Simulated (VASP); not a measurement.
# C in VASP: a series of runs

Runs on C. Level: PBE+D3(BJ). Tasks: single point.

All numbers are computed with VASP 6.6.1; they aren't measurements. Logs are shortened: lines on timing, memory, paths and dates and some standing lists are left out, and cuts for length are marked.

## (1) The cell of the first run

It takes space group Cmmm (No. 65, orthorhombic). The conventional cell has a = 2.465 Å, b = 4.269 Å, c = 3.572 Å, α = 90.00°, β = 90.00°, γ = 90.00°. Within 1.9 Å of C (site symmetry m2m) lie 3 C at 1.41 to 1.45 Å.

## (2) Single point, PBE+D3(BJ) (atoms displaced along a vibrational mode)

The input, INCAR:

```
ALGO     = Normal         # electronic algorithm
EDIFF    = 1E-6           # SCF threshold, eV
ENCUT    = 520            # plane-wave cutoff, eV
GGA      = PE             # functional
ISIF     = 2              # what is computed and relaxed
ISMEAR   = 0              # smearing method
IVDW     = 12             # dispersion correction
LASPH    = T              # aspherical terms in the spheres
LCHARG   = F              # write CHGCAR
LREAL    = F              # projectors in reciprocal space
LWAVE    = F              # write WAVECAR
NBANDS   = 16             # bands
NELM     = 60             # most SCF steps
PREC     = Accurate       # precision mode
SIGMA    = 0.15           # smearing width, eV
```

The input, KPOINTS:

```
k-points
0
Gamma
  18 12 10
```

The input, POSCAR:

```
C
1.0
   -2.4646600698      0.0000000000      0.0000000000
    0.0000000000      0.0000000000     -3.5719696368
    0.0000000000     -4.2689164642      0.0000000000
C
4
Direct
    0.5000000000      0.0000000000      0.1694776845
    0.0000000000      0.0000000000      0.6694776845
    0.0000000000      0.0000000000      0.3305223155
    0.5000000000      0.0000000000      0.8305223155
```

Potentials or basis: VASP PAW PBE potentials, release 64 (C).

Command:

```
$ cat potpaw_PBE.64/C/POTCAR > POTCAR
$ mpirun -np 1 vasp_std > vasp.out
```

OUTCAR:

```text
EDIFF = 1E-6
   ENCUT = 520
   GGA = PE
   ISIF = 2
   ISMEAR = 0
   IVDW = 12
   LASPH = T
   LREAL = F
   NELM = 60
   PREC = Accurate
 IVDW          = 12

 ion  position               nearest neighbor table
   1  0.500  0.000  0.169-   3 1.41   3 1.41   4 1.45
   2  0.000  0.000  0.669-   4 1.41   4 1.41   3 1.45
   3  0.000  0.000  0.331-   1 1.41   1 1.41   2 1.45
   4  0.500  0.000  0.831-   2 1.41   2 1.41   1 1.45

  LATTYP: Found a simple orthorhombic cell.
 ALAT       =     2.4646600698
 B/A-ratio  =     1.4492747623
 C/A-ratio  =     1.7320508075

  Lattice vectors:

 A1 = (  -2.4646600698,   0.0000000000,   0.0000000000)
 A2 = (   0.0000000000,   0.0000000000,  -3.5719696368)
 A3 = (   0.0000000000,  -4.2689164642,   0.0000000000)

Analysis of symmetry for initial positions (statically):
=====================================================================
 Subroutine PRICEL returns following result:

  LATTYP: Found a hexagonal cell.
 ALAT       =     2.4646600698
 C/A-ratio  =     1.4492747623

  Lattice vectors:

 A1 = (  -1.2323300349,  -2.1344582321,   0.0000000000)
 A2 = (  -1.2323300349,   2.1344582321,   0.0000000000)
 A3 = (   0.0000000000,   0.0000000000,  -3.5719696368)

   2 primitive cells build up your supercell.

 Routine SETGRP: Setting up the symmetry group for a
 simple orthorhombic supercell.

 Subroutine GETGRP returns: Found  8 space group operations
 (whereof  8 operations were pure point group operations)
 out of a pool of  8 trial point group operations.

The static configuration has the point symmetry D_2h.

Analysis of symmetry for dynamics (positions and initial velocities):
=====================================================================
 Subroutine PRICEL returns following result:

  LATTYP: Found a hexagonal cell.
 ALAT       =     2.4646600698
 C/A-ratio  =     1.4492747623

  Lattice vectors:

 A1 = (  -1.2323300349,  -2.1344582321,   0.0000000000)
 A2 = (  -1.2323300349,   2.1344582321,   0.0000000000)
 A3 = (   0.0000000000,   0.0000000000,  -3.5719696368)

   2 primitive cells build up your supercell.

 Routine SETGRP: Setting up the symmetry group for a
 simple orthorhombic supercell.

 Subroutine GETGRP returns: Found  8 space group operations
 (whereof  8 operations were pure point group operations)
 out of a pool of  8 trial point group operations.

The dynamic configuration has the point symmetry D_2h.

 Subroutine INISYM returns: Found  8 space group operations
 (whereof  8 operations are pure point group operations),
 and found     2 'primitive' translations

----------------------------------------------------------------------------------------

                                     Primitive cell

  volume of cell :      18.7911

  direct lattice vectors                    reciprocal lattice vectors
    -1.232330035 -2.134458232  0.000000000    -0.405735465 -0.234251480  0.000000000
    -1.232330035  2.134458232  0.000000000    -0.405735465  0.234251480  0.000000000
     0.000000000  0.000000000 -3.571969637     0.000000000  0.000000000 -0.279957587

  length of vectors
     2.464660070  2.464660070  3.571969637     0.468502960  0.468502960  0.279957587

  position of ions in fractional coordinates (direct lattice)
     0.669477685  0.330522315  0.000000000
     0.330522315  0.669477685  0.000000000

  ion indices of the primitive-cell ions
   primitive index   ion index
                 1           1
                 2           4

----------------------------------------------------------------------------------------

 KPOINTS: k-points

Automatic generation of k-mesh.
 Grid dimensions read from file:
 generate k-points for:   18   12   10

 Generating k-lattice:

  Cartesian coordinates                     Fractional coordinates (reciprocal lattice)
    -0.022540859  0.000000000  0.000000000     0.055555556  0.000000000  0.000000000
     0.000000000  0.000000000 -0.023329799     0.000000000  0.083333333  0.000000000
     0.000000000 -0.023425148  0.000000000     0.000000000  0.000000000  0.100000000

  Length of vectors
     0.022540859  0.023329799  0.023425148

  Shift w.r.t. Gamma in fractional coordinates (k-lattice)
     0.000000000  0.000000000  0.000000000

 Subroutine IBZKPT returns following result:
 ===========================================

 Found    420 irreducible k-points:

 Following reciprocal coordinates:
            Coordinates               Weight
  0.000000  0.000000  0.000000      1.000000
  0.055556  0.000000  0.000000      2.000000
  0.111111  0.000000  0.000000      2.000000
  0.166667  0.000000  0.000000      2.000000
  0.222222  0.000000  0.000000      2.000000
  0.277778  0.000000  0.000000      2.000000
[... 16 lines left out ...]
  0.111111  0.166667  0.000000      4.000000
  0.166667  0.166667  0.000000      4.000000
 [... further k-points ...]
   k-points           NKPTS =    420   k-points in BZ     NKDIM =    420   number of bands    NBANDS=     16
   number of dos      NEDOS =    301   number of ions     NIONS =      4
   total plane-waves  NPLWV =  16128
   dimension x,y,z NGX =    18 NGY =   28 NGZ =   32
   dimension x,y,z NGXF=    36 NGYF=   56 NGZF=   64
   ions per type =               4
   NGX,Y,Z   is equivalent  to a cutoff of  12.14, 13.03, 12.46 a.u.
   NGXF,Y,Z  is equivalent  to a cutoff of  24.28, 26.06, 24.92 a.u.
 SYSTEM =  unknown system
   PREC   = accura    normal or accurate (medium, high low for compatibility)
   ISTART =      0    job   : 0-new  1-cont  2-samecut
   ICHARG =      2    charge: 1-file 2-atom 10-const
   ISPIN  =      1    spin polarized calculation?
   LNONCOLLINEAR =      F non collinear calculations
   LSORBIT =      F    spin-orbit coupling
   LASPH  =      T    aspherical Exc in radial PAW
   ENCUT  =  520.0 eV  38.22 Ry    6.18 a.u.   4.58  6.64  7.94*2*pi/ulx,y,z
   NELM   =     60;   NELMIN=  2; NELMDL= -5     # of ELM steps
   EDIFF  = 0.1E-05   stopping-criterion for ELM
   LREAL  =      F    real-space projection
   EDIFFG = 0.1E-04   stopping-criterion for IOM
   NSW    =      0    number of steps for IOM
   IBRION =     -1    ionic relax: 0-MD 1-quasi-New 2-CG
   NFREE  =      0    steps in history (QN), initial steepest desc. (CG)
   ISIF   =      2    stress and relaxation
   ISYM   =      2    0-nonsym 1-usesym 2-fastsym
   POTIM  = 0.5000    time-step for ionic-motion
   TEBEG  =    0.0;   TEEND  =   0.0 temperature during run
   PSTRESS=    0.0 pullay stress
   NELECT =      16.0000    total number of electrons
   NUPDOWN=      -1.0000    fix difference up-down
   EMIN   =  10.00;   EMAX   =-10.00  energy-range for DOS
   EFERMI =   0.00;   METHOD = LEGACY
   ISMEAR =     0;   SIGMA  =   0.15  broadening in eV -4-tet -1-fermi 0-gaus
   EFERMI_NEDOS =   21; number of points for ismear=-14 and -15
   IALGO  =     38    algorithm
   IMIX   =      4    mixing-type and parameters
     AMIX     =   0.40;   BMIX     =  1.00
     AMIX_MAG =   1.60;   BMIX_MAG =  1.00
  volume/ion in A,a.u.               =       9.40        63.40
  Fermi-wavevector in a.u.,A,eV,Ry     =   1.231556  2.327303 20.636352  1.516729
  Thomas-Fermi vector in A             =   2.366360
   LORBIT       =      0    0 simple, 1 ext, 2 COOP (PROOUT), +10 PAW based schemes
   GGA     = PE    functional components
   LHFCALC =     F    Hartree Fock is set to
   AEXX    =    0.0000 exact exchange contribution
   IVDW    =    12    specifies the selected vdW correction
   LEPSILON=     F    determine dielectric tensor
   LRPA    =     F    only Hartree local field effects (RPA)
 non-spin polarized calculation
 Gauss-broadening in eV      SIGMA  =   0.15
  energy-cutoff  :      520.00
  volume of cell :       37.58
 maximum number of plane-waves:      1040
   NGX =  9   NGY = 13   NGZ = 15

 number of electron      16.0000004 magnetization

 Free energy of the ion-electron system (eV)
  ---------------------------------------------------
  ext. energy  EPLUGINS =         0.00000000
  ---------------------------------------------------
  free energy    TOTEN  =       -36.82574622 eV

  energy without entropy =      -36.82533896  energy(sigma->0) =      -36.82554259

 E-fermi :   4.1613     XC(G=0):  -9.8796

 val. band max:        4.0888942617   @ k =   0.3333   0.3333   0.0000
 cond. band min:       4.2309638504   @ k =   0.3333   0.1667   0.0000
 fundamental gap:      0.1420695887
 Fermi energy:         4.1613297342

 k-point     1 :       0.0000    0.0000    0.0000
  band No.  band energies     occupation
      1     -15.4480      2.00000
      2     -10.2639      2.00000
      3      -8.9231      2.00000
      4      -2.7077      2.00000
      5      -2.4244      2.00000
      6       0.7716      2.00000
[... 8 lines left out ...]
     15      15.4685      0.00000
     16      15.7552      0.00000

 k-point     2 :       0.0556    0.0000    0.0000
  band No.  band energies     occupation
      1     -15.3931      2.00000
      2     -10.2174      2.00000
      3      -8.8752      2.00000
      4      -2.6641      2.00000
      5      -2.6434      2.00000
      6       0.5565      2.00000
[... 8 lines left out ...]
     15      15.5244      0.00000
     16      15.5647      0.00000

 k-point     3 :       0.1111    0.0000    0.0000
  band No.  band energies     occupation
      1     -15.2286      2.00000
      2     -10.0781      2.00000
      3      -8.7343      2.00000
      4      -3.3163      2.00000
      5      -2.4512      2.00000
      6      -0.0305      2.00000
[... 8 lines left out ...]
     15      15.2393      0.00000
     16      15.6893      0.00000
[... 362 lines left out ...]
 k-point    23 :       0.1111    0.1667    0.0000
  band No.  band energies     occupation
      1     -15.1850      2.00000
      2     -10.0466      2.00000
      3      -8.7074      2.00000
      4      -3.3057      2.00000
      5      -2.8512      2.00000
      6      -0.0241      2.00000
[... 8 lines left out ...]
     15      15.9813      0.00000
     16      16.1155      0.00000

 k-point    24 :       0.1667    0.1667    0.0000
  band No.  band energies     occupation
      1     -14.9122      2.00000
      2      -9.8155      2.00000
      3      -8.4838      2.00000
      4      -4.2178      2.00000
      5      -2.5281      2.00000
      6      -0.8556      2.00000
[... 8 lines left out ...]
     15      15.8382      0.00000
     16      16.2961      0.00000

 [... further k-points ...]

------------------------ aborting loop because EDIFF is reached ----------------------------------------

 Edisp (eV)   -0.57992

 E8    (eV) :    -0.1629

  FORCE on cell =-STRESS in cart. coord.  units (eV):
  Direction    XX          YY          ZZ          XY          YZ          ZX
  --------------------------------------------------------------------------------------
  -------------------------------------------------------------------------------------
  Total       0.79852    -0.31019    -0.02535     0.00000     0.00000     0.00000
  in kB      34.04207   -13.22365    -1.08083     0.00000     0.00000     0.00000
  external pressure =        6.58 kB  Pullay stress =        0.00 kB

 VOLUME and BASIS-vectors are now :
 -----------------------------------------------------------------------------
  energy-cutoff  :      520.00
  volume of cell :       37.58
      direct lattice vectors                 reciprocal lattice vectors
    -2.464660070  0.000000000  0.000000000    -0.405735465  0.000000000  0.000000000
     0.000000000  0.000000000 -3.571969637     0.000000000  0.000000000 -0.279957587
     0.000000000 -4.268916464  0.000000000     0.000000000 -0.234251480  0.000000000

 POSITION                                       TOTAL-FORCE (eV/Angst)
 -----------------------------------------------------------------------------------
     -1.23233     -0.72349      0.00000        -0.000000      1.261932      0.000000
      0.00000     -2.85794      0.00000         0.000000      1.261932      0.000000
      0.00000     -1.41097      0.00000         0.000000     -1.261932     -0.000000
     -1.23233     -3.54543      0.00000         0.000000     -1.261932     -0.000000
 -----------------------------------------------------------------------------------
    total drift:                               -0.000000     -0.000000      0.000000

  FREE ENERGIE OF THE ION-ELECTRON SYSTEM (eV)
  ---------------------------------------------------
  free  energy   TOTEN  =       -37.4056663798 eV

  energy  without entropy=      -37.4052591238  energy(sigma->0) =      -37.40546275
```

Wall time 67 s (1 thread of AMD EPYC 9R45 (Zen 5), shared host); peak memory 0.26 GiB.

Results:

```yaml
Free_energy: -37.4057 eV
Pressure: 0.7 GPa
Largest_force: 1.262 eV/Å
Band_gap_on_the_k_mesh: zero (bands 8 and 9 overlap by 0.60 eV)
Dispersion_energy_per_atom: -0.145 eV
```

Forces in eV/Å, atoms in the order of the input:
```
C    0.000  1.262  0.000
C    0.000  1.262  0.000
C    0.000 -1.262  0.000
C    0.000 -1.262  0.000
```

Stress tensor (GPa, compression positive):
```
 3.40  0.00  0.00
 0.00 -1.32  0.00
 0.00  0.00 -0.11
```

Caveat: the cell differs from its parent crystal (atoms displaced along a vibrational mode); forces of over 1 eV/Å act on the atoms, so gaps and moduli don't describe the material at rest.

## (3) Single point, PBE+D3(BJ) (atoms displaced along a vibrational mode)

The input, INCAR:

```
SYSTEM = C
ALGO = Normal
EDIFF = 1E-6
ENCUT = 520
GGA = PE
ISIF = 2
ISMEAR = 0
IVDW = 12
LASPH = .TRUE.
LCHARG = .FALSE.
LREAL = .FALSE.
LWAVE = .FALSE.
NBANDS = 16
NELM = 100
PREC = Accurate
SIGMA = 0.15
```

The input, KPOINTS:

```
k-points
0
G
  18 12 10
  0 0 0
```

The input, POSCAR:

```
C
1.0
   -2.4646600698      0.0000000000      0.0000000000
    0.0000000000      0.0000000000     -3.5719696368
    0.0000000000     -4.2689164642      0.0000000000
C
4
Direct
    0.5000000000      0.0000000000      0.1694776845
    0.0000000000      0.0000000000      0.6582336134
    0.0000000000      0.0000000000      0.3305223155
    0.5000000000      0.0000000000      0.8417663866
```

Potentials or basis: VASP PAW PBE potentials, release 64 (C).

Command:

```
$ cat potpaw_PBE.64/C/POTCAR > POTCAR
$ mpirun -np 1 vasp_std > vasp.out
```

Wall time 67 s (1 thread of AMD EPYC 9R45 (Zen 5), shared host); peak memory 0.26 GiB.

The run converged. Its results:

* Free energy: -37.3143 eV
* Pressure: 1.1 GPa
* Largest force: 3.179 eV/Å
* Band gap on the k mesh: zero (bands 8 and 9 overlap by 0.58 eV)
* Dispersion energy per atom: -0.145 eV

Forces in eV/Å, atoms in the order of the input:
```
C    0.000  0.562  0.000
C    0.000 -3.179  0.000
C    0.000 -0.562  0.000
C    0.000  3.179  0.000
```

Stress tensor (GPa, compression positive):
```
-0.19  0.00  0.00
 0.00  3.55  0.00
 0.00  0.00 -0.12
```

Levels at points of the mesh, in eV from the Fermi level:
| k point | band 6 | band 7 | band 8 | band 9 | band 10 | band 11 |
| --- | --- | --- | --- | --- | --- | --- |
| (0.00, 0.00, 0.00) | -3.36 | -2.58 | -1.65 | 2.05 | 3.83 | 7.26 |
| (0.50, 0.00, 0.00) | -9.15 | -2.24 | -2.24 | 3.40 | 3.40 | 9.26 |
| (0.00, 0.50, 0.00) | -3.34 | -2.66 | -2.55 | 0.81 | 7.49 | 7.87 |
| (0.50, 0.50, 0.00) | -9.08 | -3.34 | -3.34 | 2.57 | 2.57 | 10.30 |
| (0.00, 0.00, 0.50) | -5.40 | -4.94 | -4.26 | 5.62 | 5.73 | 7.21 |
| (0.50, 0.00, 0.50) | -6.48 | -1.94 | -1.94 | 2.52 | 2.52 | 7.16 |
| (0.00, 0.50, 0.50) | -6.31 | -5.39 | -4.23 | 6.55 | 7.15 | 8.00 |
| (0.50, 0.50, 0.50) | -6.45 | -2.93 | -2.93 | 1.21 | 1.21 | 7.41 |

Caveat: the cell differs from its parent crystal (atoms displaced along a vibrational mode); forces of over 1 eV/Å act on the atoms, so gaps and moduli don't describe the material at rest.
